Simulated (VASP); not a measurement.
# SrAl4Bi (F-43m) in VASP: further runs

SrAl4Bi is run at these levels: PBE; tasks: single point, relaxation of cell and atoms.

Everything below comes from runs of VASP 6.6.1. Logs are shortened: lines on timing, memory, paths and dates and some standing lists are left out, and cuts for length are marked.

### 1 The cell of the first run

It takes space group F-43m (No. 216, cubic). The conventional cell has a = 7.726 Å, b = 7.726 Å, c = 7.726 Å, α = 90.00°, β = 90.00°, γ = 90.00°. Sr (site symmetry -43m) has 12 Al at 3.20 Å and 4 Bi at 3.35 Å within 4.2 Å. Al (site symmetry 3m) has 6 Al at 2.71 to 2.75 Å and 3 Bi at 3.20 Å and 3 Sr at 3.20 Å within 3.6 Å. Bi (site symmetry -43m) has 12 Al at 3.20 Å and 4 Sr at 3.35 Å within 4.2 Å.

### 2 Single point, PBE

File INCAR:

```
SYSTEM = SrAl4Bi
ALGO = Normal
EDIFF = 1E-7
ENCUT = 520
GGA = PE
ISIF = 2
ISMEAR = 0
LASPH = .TRUE.
LCHARG = .FALSE.
LREAL = .FALSE.
LWAVE = .FALSE.
NBANDS = 28
NELM = 60
PREC = Accurate
SIGMA = 0.1
```

File KPOINTS:

```
k-points
0
G
  4 4 4
  0 0 0
```

File POSCAR:

```
SrAl4Bi
1.0
    0.0000000000      3.8630724400      3.8630724400
    3.8630724400      0.0000000000      3.8630724400
    3.8630724400      3.8630724400      0.0000000000
Sr Al Bi
1 4 1
Direct
    0.2500000000      0.2500000000      0.2500000000
    0.6257700000      0.1226900000      0.6257700000
    0.6257700000      0.6257700000      0.1226900000
    0.6257700000      0.6257700000      0.6257700000
    0.1226900000      0.6257700000      0.6257700000
    0.0000000000      0.0000000000      0.0000000000
```

Potentials or basis: VASP PAW PBE potentials, release 64 (Sr_sv, Al, Bi_d).

On the command line:

```
$ cat potpaw_PBE.64/Sr_sv/POTCAR potpaw_PBE.64/Al/POTCAR potpaw_PBE.64/Bi_d/POTCAR > POTCAR
$ mpirun -np 1 vasp_std > vasp.out
```

OUTCAR:

```text
SYSTEM = SrAl4Bi
   EDIFF = 1E-7
   ENCUT = 520
   GGA = PE
   ISIF = 2
   ISMEAR = 0
   LASPH = .TRUE.
   LREAL = .FALSE.
   NELM = 60
   PREC = Accurate

 ion  position               nearest neighbor table
   1  0.250  0.250  0.250-   2 3.20   5 3.20   3 3.20   5 3.20   2 3.20   3 3.20   4 3.20   4 3.20
                             4 3.20   2 3.20   3 3.20   5 3.20   6 3.35   6 3.35   6 3.35   6 3.35
   2  0.626  0.123  0.626-   3 2.71   4 2.71   5 2.71   3 2.75   4 2.75   5 2.75   6 3.20   6 3.20
                             6 3.20   1 3.20   1 3.20   1 3.20
   3  0.626  0.626  0.123-   2 2.71   4 2.71   5 2.71   4 2.75   2 2.75   5 2.75   6 3.20   6 3.20
                             6 3.20   1 3.20   1 3.20   1 3.20
   4  0.626  0.626  0.626-   2 2.71   3 2.71   5 2.71   3 2.75   2 2.75   5 2.75   6 3.20   6 3.20
                             6 3.20   1 3.20   1 3.20   1 3.20
   5  0.123  0.626  0.626-   2 2.71   3 2.71   4 2.71   4 2.75   3 2.75   2 2.75   6 3.20   6 3.20
                             6 3.20   1 3.20   1 3.20   1 3.20
   6  0.000  0.000  0.000-   3 3.20   2 3.20   5 3.20   4 3.20   4 3.20   4 3.20   2 3.20   5 3.20
                             5 3.20   3 3.20   2 3.20   3 3.20   1 3.35   1 3.35   1 3.35   1 3.35

  LATTYP: Found a face centered cubic cell.
 ALAT       =     7.7261448800

  Lattice vectors:

 A1 = (   0.0000000000,   3.8630724400,   3.8630724400)
 A2 = (   3.8630724400,   0.0000000000,   3.8630724400)
 A3 = (   3.8630724400,   3.8630724400,   0.0000000000)

Analysis of symmetry for initial positions (statically):
=====================================================================
 Subroutine PRICEL returns:
 Original cell was already a primitive cell.

 Routine SETGRP: Setting up the symmetry group for a
 face centered cubic supercell.

 Subroutine GETGRP returns: Found 24 space group operations
 (whereof 24 operations were pure point group operations)
 out of a pool of 48 trial point group operations.

The static configuration has the point symmetry T_d .

Analysis of symmetry for dynamics (positions and initial velocities):
=====================================================================
 Subroutine PRICEL returns:
 Original cell was already a primitive cell.

 Routine SETGRP: Setting up the symmetry group for a
 face centered cubic supercell.

 Subroutine GETGRP returns: Found 24 space group operations
 (whereof 24 operations were pure point group operations)
 out of a pool of 48 trial point group operations.

The dynamic configuration has the point symmetry T_d .

 Subroutine INISYM returns: Found 24 space group operations
 (whereof 24 operations are pure point group operations),
 and found     1 'primitive' translations

----------------------------------------------------------------------------------------

                                     Primitive cell

  volume of cell :     115.2998

  direct lattice vectors                    reciprocal lattice vectors
     0.000000000  3.863072440  3.863072440    -0.129430656  0.129430656  0.129430656
     3.863072440  0.000000000  3.863072440     0.129430656 -0.129430656  0.129430656
     3.863072440  3.863072440  0.000000000     0.129430656  0.129430656 -0.129430656

  length of vectors
     5.463209437  5.463209437  5.463209437     0.224180472  0.224180472  0.224180472

  position of ions in fractional coordinates (direct lattice)
     0.250000000  0.250000000  0.250000000
     0.625770000  0.122690000  0.625770000
     0.625770000  0.625770000  0.122690000
     0.625770000  0.625770000  0.625770000
     0.122690000  0.625770000  0.625770000
     0.000000000  0.000000000  0.000000000

  ion indices of the primitive-cell ions
   primitive index   ion index
                 1           1
                 2           2
                 3           3
                 4           4
                 5           5
                 6           6

----------------------------------------------------------------------------------------

 KPOINTS: k-points

Automatic generation of k-mesh.
 Grid dimensions read from file:
 generate k-points for:    4    4    4

 Generating k-lattice:

  Cartesian coordinates                     Fractional coordinates (reciprocal lattice)
    -0.032357664  0.032357664  0.032357664     0.250000000  0.000000000  0.000000000
     0.032357664 -0.032357664  0.032357664     0.000000000  0.250000000  0.000000000
     0.032357664  0.032357664 -0.032357664     0.000000000  0.000000000  0.250000000

  Length of vectors
     0.056045118  0.056045118  0.056045118

  Shift w.r.t. Gamma in fractional coordinates (k-lattice)
     0.000000000  0.000000000  0.000000000

 Subroutine IBZKPT returns following result:
 ===========================================

 Found      8 irreducible k-points:

 Following reciprocal coordinates:
            Coordinates               Weight
  0.000000  0.000000  0.000000      1.000000
  0.250000  0.000000  0.000000      8.000000
  0.500000  0.000000  0.000000      4.000000
  0.250000  0.250000  0.000000      6.000000
  0.500000  0.250000  0.000000     24.000000
 -0.250000  0.250000  0.000000     12.000000
  0.500000  0.500000  0.000000      3.000000
 -0.250000  0.500000  0.250000      6.000000
   k-points           NKPTS =      8   k-points in BZ     NKDIM =      8   number of bands    NBANDS=     28
   number of dos      NEDOS =    301   number of ions     NIONS =      6
   total plane-waves  NPLWV =  74088
   dimension x,y,z NGX =    42 NGY =   42 NGZ =   42
   dimension x,y,z NGXF=    84 NGYF=   84 NGZF=   84
   ions per type =               1   4   1
   NGX,Y,Z   is equivalent  to a cutoff of  12.78, 12.78, 12.78 a.u.
   NGXF,Y,Z  is equivalent  to a cutoff of  25.56, 25.56, 25.56 a.u.
 SYSTEM =  SrAl4Bi
   PREC   = accura    normal or accurate (medium, high low for compatibility)
   ISTART =      0    job   : 0-new  1-cont  2-samecut
   ICHARG =      2    charge: 1-file 2-atom 10-const
   ISPIN  =      1    spin polarized calculation?
   LNONCOLLINEAR =      F non collinear calculations
   LSORBIT =      F    spin-orbit coupling
   LASPH  =      T    aspherical Exc in radial PAW
   ENCUT  =  520.0 eV  38.22 Ry    6.18 a.u.  10.16 10.16 10.16*2*pi/ulx,y,z
   NELM   =     60;   NELMIN=  2; NELMDL= -5     # of ELM steps
   EDIFF  = 0.1E-06   stopping-criterion for ELM
   LREAL  =      F    real-space projection
   EDIFFG = 0.1E-05   stopping-criterion for IOM
   NSW    =      0    number of steps for IOM
   IBRION =     -1    ionic relax: 0-MD 1-quasi-New 2-CG
   NFREE  =      0    steps in history (QN), initial steepest desc. (CG)
   ISIF   =      2    stress and relaxation
   ISYM   =      2    0-nonsym 1-usesym 2-fastsym
   POTIM  = 0.5000    time-step for ionic-motion
   TEBEG  =    0.0;   TEEND  =   0.0 temperature during run
   PSTRESS=    0.0 pullay stress
   NELECT =      37.0000    total number of electrons
   NUPDOWN=      -1.0000    fix difference up-down
   EMIN   =  10.00;   EMAX   =-10.00  energy-range for DOS
   EFERMI =   0.00;   METHOD = LEGACY
   ISMEAR =     0;   SIGMA  =   0.10  broadening in eV -4-tet -1-fermi 0-gaus
   EFERMI_NEDOS =   21; number of points for ismear=-14 and -15
   IALGO  =     38    algorithm
   IMIX   =      4    mixing-type and parameters
     AMIX     =   0.40;   BMIX     =  1.00
     AMIX_MAG =   1.60;   BMIX_MAG =  1.00
  volume/ion in A,a.u.               =      19.22       129.68
  Fermi-wavevector in a.u.,A,eV,Ry     =   1.120811  2.118027 17.091887  1.256218
  Thomas-Fermi vector in A             =   2.257461
   LORBIT       =      0    0 simple, 1 ext, 2 COOP (PROOUT), +10 PAW based schemes
   GGA     = PE    functional components
   LHFCALC =     F    Hartree Fock is set to
   AEXX    =    0.0000 exact exchange contribution
   IVDW    =     0    specifies the selected vdW correction
   LEPSILON=     F    determine dielectric tensor
   LRPA    =     F    only Hartree local field effects (RPA)
 non-spin polarized calculation
 Gauss-broadening in eV      SIGMA  =   0.10
  energy-cutoff  :      520.00
  volume of cell :      115.30
 maximum number of plane-waves:      3138
 NGX is ok and might be reduce to    42
   NGX = 21   NGY = 21   NGZ = 21

 number of electron      37.0000002 magnetization

 Free energy of the ion-electron system (eV)
  ---------------------------------------------------
  ext. energy  EPLUGINS =         0.00000000
  ---------------------------------------------------
  free energy    TOTEN  =       -19.95427336 eV

  energy without entropy =      -19.94732124  energy(sigma->0) =      -19.95079730

 E-fermi :   7.8910     XC(G=0): -10.4810

 val. band max:        7.8457267979   @ k =   0.5000   0.0000   0.0000
 cond. band min:       8.0690311568   @ k =   0.5000   0.2500   0.0000
 fundamental gap:      0.2233043589
 Fermi energy:         7.8909786920

 k-point     1 :       0.0000    0.0000    0.0000
  band No.  band energies     occupation
      1     -26.7095      2.00000
      2     -15.2293      2.00000
      3     -15.2293      2.00000
      4     -15.2293      2.00000
      5     -15.2097      2.00000
      6     -15.2097      2.00000
[... 20 lines left out ...]
     27      14.5586      0.00000
     28      14.8086      0.00000

 k-point     2 :       0.2500    0.0000    0.0000
  band No.  band energies     occupation
      1     -26.7090      2.00000
      2     -15.2284      2.00000
      3     -15.2284      2.00000
      4     -15.2269      2.00000
      5     -15.2097      2.00000
      6     -15.2097      2.00000
[... 20 lines left out ...]
     27      14.2946      0.00000
     28      14.7694      0.00000

 k-point     3 :       0.5000    0.0000    0.0000
  band No.  band energies     occupation
      1     -26.7085      2.00000
      2     -15.2275      2.00000
      3     -15.2275      2.00000
      4     -15.2245      2.00000
      5     -15.2097      2.00000
      6     -15.2097      2.00000
[... 20 lines left out ...]
     27      13.2670      0.00000
     28      13.9612      0.00000

 k-point     4 :       0.2500    0.2500    0.0000
  band No.  band energies     occupation
      1     -26.7089      2.00000
      2     -15.2275      2.00000
      3     -15.2275      2.00000
      4     -15.2272      2.00000
      5     -15.2104      2.00000
      6     -15.2092      2.00000
[... 20 lines left out ...]
     27      13.8411      0.00000
     28      14.2098      0.00000

 k-point     5 :       0.5000    0.2500    0.0000
  band No.  band energies     occupation
      1     -26.7084      2.00000
      2     -15.2273      2.00000
      3     -15.2266      2.00000
      4     -15.2240      2.00000
      5     -15.2104      2.00000
      6     -15.2092      2.00000
[... 20 lines left out ...]
     27      13.2015      0.00000
     28      13.4335      0.00000

 k-point     6 :      -0.2500    0.2500    0.0000
  band No.  band energies     occupation
      1     -26.7085      2.00000
      2     -15.2275      2.00000
      3     -15.2274      2.00000
      4     -15.2244      2.00000
      5     -15.2098      2.00000
      6     -15.2098      2.00000
[... 20 lines left out ...]
     27      12.9484      0.00000
     28      13.1959      0.00000

 k-point     7 :       0.5000    0.5000    0.0000
  band No.  band energies     occupation
      1     -26.7082      2.00000
      2     -15.2257      2.00000
      3     -15.2257      2.00000
      4     -15.2250      2.00000
      5     -15.2112      2.00000
      6     -15.2087      2.00000
[... 20 lines left out ...]
     27      11.7229      0.00000
     28      14.1664      0.00000

 k-point     8 :      -0.2500    0.5000    0.2500
  band No.  band energies     occupation
      1     -26.7082      2.00000
      2     -15.2274      2.00000
      3     -15.2257      2.00000
      4     -15.2233      2.00000
      5     -15.2105      2.00000
      6     -15.2093      2.00000
[... 20 lines left out ...]
     27      12.8443      0.00000
     28      12.9053      0.00000

------------------------ aborting loop because EDIFF is reached ----------------------------------------

  FORCE on cell =-STRESS in cart. coord.  units (eV):
  Direction    XX          YY          ZZ          XY          YZ          ZX
  --------------------------------------------------------------------------------------
  -------------------------------------------------------------------------------------
  Total        9.9922672      9.9922672      9.9922672      0.0000000      0.0000000      0.0000000
  in kB      138.8500598    138.8500598    138.8500598      0.0000000      0.0000000      0.0000000
  external PRESSURE =     138.8500598 kB  Pullay stress =       0.0000000 kB

 VOLUME and BASIS-vectors are now :
 -----------------------------------------------------------------------------
  energy-cutoff  :      520.00
  volume of cell :      115.30
      direct lattice vectors                 reciprocal lattice vectors
     0.000000000  3.863072440  3.863072440    -0.129430656  0.129430656  0.129430656
     3.863072440  0.000000000  3.863072440     0.129430656 -0.129430656  0.129430656
     3.863072440  3.863072440  0.000000000     0.129430656  0.129430656 -0.129430656

 POSITION                                       TOTAL-FORCE (eV/Angst)
 -----------------------------------------------------------------------------------
      1.93154      1.93154      1.93154        -0.000000     -0.000000     -0.000000
      2.89136      4.83479      2.89136         0.100412     -0.100412      0.100412
      2.89136      2.89136      4.83479         0.100412      0.100412     -0.100412
      4.83479      4.83479      4.83479        -0.100412     -0.100412     -0.100412
      4.83479      2.89136      2.89136        -0.100412      0.100412      0.100412
      0.00000      0.00000      0.00000        -0.000000     -0.000000     -0.000000
 -----------------------------------------------------------------------------------
    total drift:                               -0.000000     -0.000000     -0.000000

  FREE ENERGIE OF THE ION-ELECTRON SYSTEM (eV)
  ---------------------------------------------------
  free  energy   TOTEN  =       -19.9542733645 eV

  energy  without entropy=      -19.9473212412  energy(sigma->0) =      -19.95079730
```

Wall time 36 s (1 thread of Intel Xeon Platinum 8488C (Sapphire Rapids), shared host); peak memory 0.26 GiB.

Results:

```
Free energy            : -19.9543 eV
Pressure               : 13.9 GPa
Largest force          : 0.174 eV/Å
Band gap on the k mesh : zero (an odd number of electrons rules out a gap without spin polarisation)
```

Forces on the atoms (eV/Å):
```
Sr   0.000  0.000  0.000
Al   0.100 -0.100  0.100
Al   0.100  0.100 -0.100
Al  -0.100 -0.100 -0.100
Al  -0.100  0.100  0.100
Bi   0.000  0.000  0.000
```

Levels at points of the mesh, in eV from the Fermi level:
| k point | band 17 | band 18 | band 19 | band 20 | band 21 | band 22 |
| --- | --- | --- | --- | --- | --- | --- |
| (0.00, 0.00, 0.00) | -2.30 | -2.30 | -1.22 | -1.22 | 0.78 | 0.78 |
| (0.50, 0.00, 0.00) | -2.60 | -0.05 | -0.05 | 0.31 | 2.30 | 2.30 |
| (0.50, 0.50, 0.00) | 0.24 | 0.24 | 0.37 | 1.26 | 1.74 | 2.17 |

Caveat: the cell stands under pressure; spin-orbit coupling is left out, which moves the levels of the heavy elements.

(Continued in part 2 of 3.)

The gap in the log of VASP goes by the Fermi energy; the results here count the filled bands.